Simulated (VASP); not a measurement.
# TiSi30 (a cell with a defect) in VASP: notebook, part 2 of 2

VASP 6.6.1. Earlier steps stand in the parts before.

## 3. Single point, PBE

Input file INCAR:

```
  PREC = Accurate
  ENCUT = 520
  EDIFF = 1E-6
  ISMEAR = 0
  SIGMA = 0.02
  LREAL = Auto
  LASPH = True
  NELM = 60
  ALGO = Normal
  ISIF = 2
  LWAVE = False
  LCHARG = True
  GGA = PE
  LELF = True
  LVHAR = True
  NBANDS = 87
```

Input file KPOINTS:

```
Automatic mesh
0
Gamma
  2 2 2
  0.5 0.5 0.5
```

Input file POSCAR:

```
TiSi30
1.0
   -5.4700936587      5.4700936587     -5.4700936587
    5.4700936587      5.4700936587      5.4700936587
    5.4700936587     -5.4700936587     -5.4700936587
Ti Si
1 30
Direct
    0.3736481727      0.3736481727      0.8736481125
    0.0002839988      0.4959601552      0.7503257268
    0.4959602466      0.2503257870      0.5002840300
    0.7469212147      0.7469212147      0.7464672919
    0.2503257870      0.4959602466      0.5002840300
    0.4959601552      0.0002839988      0.7503257268
    0.0032770006      0.7571801798      0.5032769404
    0.7469212147      0.2464672607      0.2469211835
    0.4951129120      0.4951129120      0.2248067541
    0.7571801798      0.0032770006      0.5032769404
    0.0002839988      0.2503257870     -0.0040397846
    0.2464672607      0.7469212147      0.2469211835
    0.0032770006      0.0032770006      0.2571802400
    0.7248066939      0.4951128205     -0.0048871192
    0.4951128205      0.7248066939     -0.0048871192
    0.2503257870      0.0002839988     -0.0040397846
    0.2521826108      0.2521826108      0.5225413271
    0.0003489885      0.5007975495      0.5003489283
    0.4969879255      0.2513482558      0.2470765739
    0.7440608432      0.7440608432      0.4901199444
    0.2513482558      0.4969879255      0.2470765739
    0.5007975495      0.0003489885      0.5003489283
   -0.0098800868      0.7440608432      0.2440608120
    0.7470765137      0.2513482558     -0.0030120142
    0.7440608432     -0.0098800868      0.2440608120
    0.0225412959      0.2521826108      0.7521826420
    0.2513482558      0.7470765137     -0.0030120142
    0.0003489885      0.0003489885      0.0007976097
    0.7470765137      0.4969879255      0.7513481956
    0.4969879255      0.7470765137      0.7513481956
    0.2521826108      0.0225412959      0.7521826420
```

Potentials or basis: VASP PAW PBE potentials, release 64 (Ti_sv, Si).

The run is started by

```console
$ cat potpaw_PBE.64/Ti_sv/POTCAR potpaw_PBE.64/Si/POTCAR > POTCAR
$ mpirun -np 1 vasp_std > vasp.out
```

It took 2.4 min on 1 thread of Intel Xeon 6975P-C (Granite Rapids), shared host; peak memory 0.68 GiB.

The run converged. Its results:

```yaml
Free_energy: -167.0094 eV
Pressure: -3.1 GPa
Largest_force: 0.012 eV/Å
Band_gap_on_the_k_mesh: zero (bands 66 and 67 overlap by 0.03 eV)
```

Forces in eV/Å, atoms in the order of the input:
```
Ti   0.004  0.004 -0.004
Si  -0.002  0.003 -0.001
Si   0.001 -0.002 -0.003
Si  -0.003 -0.002  0.003
Si   0.003 -0.002 -0.001
Si   0.001  0.003  0.002
Si   0.002  0.002  0.002
Si  -0.003 -0.003  0.002
Si   0.006 -0.004 -0.006
Si  -0.002  0.002 -0.002
Si  -0.002  0.001 -0.003
Si  -0.002 -0.003  0.003
Si   0.002 -0.002 -0.002
Si  -0.004  0.006 -0.006
Si   0.006  0.006  0.004
Si   0.003  0.001  0.002
Si  -0.007  0.006  0.007
Si   0.004  0.004  0.000
Si  -0.001  0.003  0.002
Si  -0.003 -0.004  0.003
Si  -0.002  0.003  0.001
Si   0.000  0.004 -0.004
Si  -0.004 -0.003  0.003
Si   0.003 -0.001  0.002
Si  -0.003 -0.003  0.004
Si   0.006 -0.007  0.007
Si  -0.002 -0.001 -0.003
Si   0.004  0.000 -0.004
Si   0.003 -0.002  0.001
Si  -0.001 -0.002 -0.003
Si  -0.007 -0.007 -0.006
```

Stress tensor (GPa, compression positive):
```
-3.05 -0.10  0.10
-0.10 -3.05  0.10
 0.10  0.10 -3.05
```

Levels at points of the mesh, in eV from the Fermi level:
```tsv
k point	band 61	band 62	band 63	band 64	band 65	band 66	band 67	band 68	band 69	band 70
(0.25, 0.25, 0.25)	-0.61	-0.61	-0.48	-0.43	-0.43	0.04	0.04	0.27	0.27	0.37
```

Caveat: the k points lie up to 0.41 Å⁻¹ apart.

## 4. Single point, PBE

Input file INCAR:

```
PREC     = Accurate       # precision mode
ENCUT    = 520            # plane-wave cutoff, eV
EDIFF    = 1E-6           # SCF threshold, eV
ISMEAR   = 0              # smearing method
SIGMA    = 0.02           # smearing width, eV
LREAL    = Auto         
LASPH    = T              # aspherical terms in the spheres
NELM     = 60             # most SCF steps
ALGO     = Normal         # electronic algorithm
ISIF     = 2              # what is computed and relaxed
LWAVE    = F              # write WAVECAR
LCHARG   = F              # write CHGCAR
GGA      = PE             # functional
NBANDS   = 87             # bands
```

KPOINTS is that of step 3.

Input file POSCAR:

```
TiSi30
1.0
   -5.4700936587      5.4700936587     -5.4700936587
    5.4700936587      5.4700936587      5.4700936587
    5.4700936587     -5.4700936587     -5.4700936587
Ti Si
1 30
Direct
    0.3750001605      0.3750001605      0.8750001917
    0.0016038117      0.4973060188      0.7516689396
    0.4973059274      0.2516689084      0.5016037515
    0.7482861822      0.7482861822      0.7478349102
    0.2516689084      0.4973059274      0.5016037515
    0.4973060188      0.0016038117      0.7516689396
    0.0046080564      0.7585301567      0.5046080876
    0.7482861822      0.2478348790      0.2482861510
    0.4964650826      0.4964650826      0.2261326912
    0.7585301567      0.0046080564      0.5046080876
    0.0016038117      0.2516689084     -0.0026940124
    0.2478348790      0.7482861822      0.2482861510
    0.0046080564      0.0046080564      0.2585301255
    0.7261327224      0.4964650826     -0.0035349486
    0.4964650826      0.7261327224     -0.0035349486
    0.2516689084      0.0016038117     -0.0026940124
    0.2535348728      0.2535348728      0.5238672642
    0.0017138646      0.5021651678      0.5017138044
    0.4983310470      0.2526940280      0.2483962039
    0.7453918990      0.7453918990      0.4914698299
    0.2526940280      0.4983310470      0.2483962039
    0.5021651678      0.0017138646      0.5017138044
   -0.0085301099      0.7453918990      0.2453919592
    0.7483962351      0.2526940280     -0.0016689842
    0.7453918990     -0.0085301099      0.2453919592
    0.0238673244      0.2535349642      0.7535349040
    0.2526940280      0.7483962351     -0.0016689842
    0.0017138646      0.0017138646      0.0021652280
    0.7483962351      0.4983310470      0.7526940592
    0.4983310470      0.7483962351      0.7526940592
    0.2535349642      0.0238673244      0.7535349040
```

The run is started by

```console
$ cat potpaw_PBE.64/Ti_sv/POTCAR potpaw_PBE.64/Si/POTCAR > POTCAR
$ mpirun -np 1 vasp_std > vasp.out
```

Wall time 2.3 min (1 thread of Intel Xeon 6975P-C (Granite Rapids), shared host); peak memory 0.67 GiB.

It converged, with:

* Free energy: -167.0094 eV
* Pressure: -3.1 GPa
* Largest force: 0.010 eV/Å
* Band gap on the k mesh: zero (bands 66 and 67 overlap by 0.03 eV)

Forces on the atoms (eV/Å):
```
Ti   0.000  0.000  0.000
Si  -0.002  0.002 -0.001
Si   0.001 -0.002 -0.002
Si   0.000  0.000  0.000
Si   0.002 -0.002 -0.001
Si   0.001  0.002  0.002
Si   0.003  0.003 -0.001
Si   0.000  0.000  0.000
Si   0.006 -0.005 -0.006
Si   0.001  0.003 -0.003
Si  -0.002  0.001 -0.002
Si   0.000  0.000  0.000
Si   0.003  0.001 -0.003
Si  -0.005  0.006 -0.006
Si   0.006  0.006  0.005
Si   0.002  0.001  0.002
Si  -0.006  0.005  0.006
Si   0.000  0.000  0.000
Si  -0.002  0.002  0.001
Si  -0.003 -0.001  0.003
Si  -0.001  0.002  0.002
Si   0.000  0.000  0.000
Si  -0.001 -0.003  0.003
Si   0.002 -0.002  0.001
Si  -0.003 -0.003  0.001
Si   0.005 -0.006  0.006
Si  -0.001 -0.002 -0.002
Si   0.000  0.000  0.000
Si   0.002 -0.001  0.002
Si  -0.002 -0.001 -0.002
Si  -0.006 -0.006 -0.005
```

Stress tensor (GPa, compression positive):
```
-3.06 -0.10  0.10
-0.10 -3.06  0.10
 0.10  0.10 -3.06
```

Levels at points of the mesh, in eV from the Fermi level:
| k point | band 61 | band 62 | band 63 | band 64 | band 65 | band 66 | band 67 | band 68 | band 69 | band 70 |
| --- | --- | --- | --- | --- | --- | --- | --- | --- | --- | --- |
| (0.25, 0.25, 0.25) | -0.61 | -0.61 | -0.48 | -0.43 | -0.43 | 0.04 | 0.04 | 0.27 | 0.27 | 0.37 |

Caveat: the k points lie up to 0.41 Å⁻¹ apart.

## 5. Single point, PBE

Input file INCAR:

```
ALGO = Normal ; EDIFF = 1E-6
ENCUT = 520 ; GGA = PE
ISIF = 2 ; ISMEAR = 0
LASPH = T ; LCHARG = F
LREAL = Auto ; LWAVE = F
NBANDS = 87 ; NELM = 100
PREC = Accurate ; SIGMA = 0.02
```

KPOINTS is that of step 4.

Input file POSCAR:

```
TiSi30
1.0
    5.4700936590     -5.4700936590     -5.4700936590
   -5.4700936590     -5.4700936590      5.4700936590
   -5.4700936590      5.4700936590     -5.4700936590
Ti Si
1 30
Direct
    0.6263519811      0.8763519053      0.1263519499
    0.5030120454     -0.0013482402      0.7529234885
    0.4992025128      0.2496511185      0.4996511340
    0.2529234573      0.7530120610      0.2486517754
    0.5030120454      0.5029234729      0.2486517754
    0.2529234573     -0.0013482402      0.0030120142
    0.2559392192      0.2598801024      0.7559391590
   -0.0003488971      0.7492024370      0.4996510426
    0.2559391278      0.5059391434      0.5098800265
   -0.0225412045     -0.0021825952      0.2478174204
   -0.0003488971      0.2496511185     -0.0007975183
    0.7486517152      0.7530120610      0.7529233971
    0.0098800868      0.5059392348      0.7559391590
    0.7478173602     -0.0021825952      0.4774587352
    0.7478174516      0.2274588110      0.2478174204
    0.7486517152      0.5029233815      0.0030120142
    0.2751933685      0.7548871660      0.0048871192
    0.2530787563      1.0035327258      0.7530787875
    0.2428198826      0.2467231064      0.4967231220
   -0.0002840902      0.7540397399      0.2496741528
    0.2530788477      0.5030787719      0.2535327705
    0.9997159721      0.9996741995      1.0040397555
   -0.0032769092      0.2467231064      0.7428199138
    0.7496741840      0.7540397399      0.4997159410
   -0.0032769092      0.4928198982      0.4967231220
    0.7496741840      0.2497159254      0.0040396932
    0.5048871504      0.7548871660      0.7751933997
    0.7535327102      0.5030787719      0.7530787875
    0.5040397243      0.9996741995      0.4997159410
    0.5040397243      0.2497159254      0.2496741528
    0.5048872418      0.5251933841      0.0048872107
```

The run is started by

```console
$ cat potpaw_PBE.64/Ti_sv/POTCAR potpaw_PBE.64/Si/POTCAR > POTCAR
$ mpirun -np 1 vasp_std > vasp.out
```

Wall time 5.8 min (1 thread of Intel Xeon Platinum 8488C (Sapphire Rapids), shared host); peak memory 0.67 GiB.

Results (log left out):

| Property | Result |
| --- | --- |
| Free energy | -167.0090 eV |
| Pressure | -3.1 GPa |
| Largest force | 0.012 eV/Å |
| Band gap on the k mesh | zero (bands 66 and 67 overlap by 0.03 eV) |

Forces in eV/Å, atoms in the order of the input:
```
Ti  -0.005 -0.005 -0.005
Si  -0.002  0.003 -0.001
Si   0.002  0.002  0.002
Si   0.003 -0.001 -0.002
Si  -0.002 -0.001  0.003
Si   0.003 -0.002 -0.001
Si  -0.001 -0.001 -0.004
Si   0.002  0.002  0.002
Si  -0.001 -0.004 -0.001
Si   0.009 -0.006 -0.006
Si   0.002  0.002  0.002
Si  -0.001  0.003 -0.002
Si  -0.004 -0.001 -0.001
Si  -0.006  0.009 -0.006
Si  -0.006 -0.006  0.009
Si  -0.001 -0.002  0.003
Si  -0.005  0.008  0.008
Si  -0.003 -0.003  0.000
Si   0.003  0.002  0.002
Si  -0.003  0.001  0.001
Si  -0.003  0.000 -0.003
Si  -0.003  0.001  0.001
Si   0.002  0.003  0.002
Si   0.001 -0.003  0.001
Si   0.002  0.002  0.003
Si   0.001  0.001 -0.003
Si   0.008 -0.005  0.008
Si   0.000 -0.003 -0.003
Si   0.001 -0.003  0.001
Si   0.001  0.001 -0.003
Si   0.008  0.008 -0.005
```

Stress tensor (GPa, compression positive):
```
-3.06 -0.10 -0.10
-0.10 -3.06 -0.10
-0.10 -0.10 -3.06
```

Levels at points of the mesh, in eV from the Fermi level:
| k point | band 63 | band 64 | band 65 | band 66 | band 67 | band 68 |
| --- | --- | --- | --- | --- | --- | --- |
| (0.25, 0.25, 0.25) | -0.48 | -0.43 | -0.43 | 0.04 | 0.04 | 0.27 |

Caveat: the k points lie up to 0.41 Å⁻¹ apart.
